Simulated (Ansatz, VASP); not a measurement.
**MgO: VASP beside Ansatz**

File INCAR:

```
ALGO = Normal ; EDIFF = 1E-6
ENCUT = 600 ; GGA = PE
GGA_COMPAT = False ; ISIF = 2
ISMEAR = 0 ; LASPH = True
LCHARG = False ; LREAL = False
LWAVE = False ; NBANDS = 11
NELM = 120 ; PREC = Accurate
SIGMA = 0.02
```

File KPOINTS:

```
k-points
0
Gamma
  8 8 8
```

File POSCAR:

```
MgO
1.0
    0.0000000000      2.1085000000      2.1085000000
    2.1085000000      0.0000000000      2.1085000000
    2.1085000000      2.1085000000      0.0000000000
Mg O
1 1
Direct
    0.0000000000      0.0000000000      0.0000000000
    0.5000000000      0.5000000000      0.5000000000
```

Input for Ansatz:

```yaml
crystal:
  lattice:
    - [0.0, 2.1085, 2.1085]
    - [2.1085, 0.0, 2.1085]
    - [2.1085, 2.1085, 0.0]
  atoms:
    - { symbol: Mg, position: [0.0, 0.0, 0.0] }
    - { symbol: O, position: [0.5, 0.5, 0.5] }
basis:
  ecutwfc: 800
kpoints:
  mp_grid: { grid: [8, 8, 8] }
hamiltonian:
  xc: pbe
scf:
  occupations: { method: gaussian, width: 0.02 }
output:
  forces: true
  stress: true
  eigenvalues: true
```

Alike in both runs: task single point; functional PBE; k mesh 8 × 8 × 8; occupations gaussian, width 0.02 eV; no spin polarisation.

|  | VASP | Ansatz |
| --- | --- | --- |
| version | VASP 6.6.1 | Ansatz 0.2.0 |
| potentials or method | VASP PAW PBE potentials, release 64 (Mg, O), cutoff 600 eV | scalar-relativistic, plane waves, PAW |
| valence electrons in the cell | 8 | 16 |

VASP gave:

- gap on the k mesh at the Fermi level (eV): 4.69
- least direct gap on the mesh (eV): 4.69
- pressure (GPa): 3.1

Problem. What did Ansatz give for the same quantities?

Solution. gap on the k mesh at the Fermi level (eV): 4.71; least direct gap on the mesh (eV): 4.71; pressure (GPa): 4.1.

VASP's potentials hold 8 valence electrons a cell and Ansatz's 16, so a difference there can come from the potentials and not from the codes.
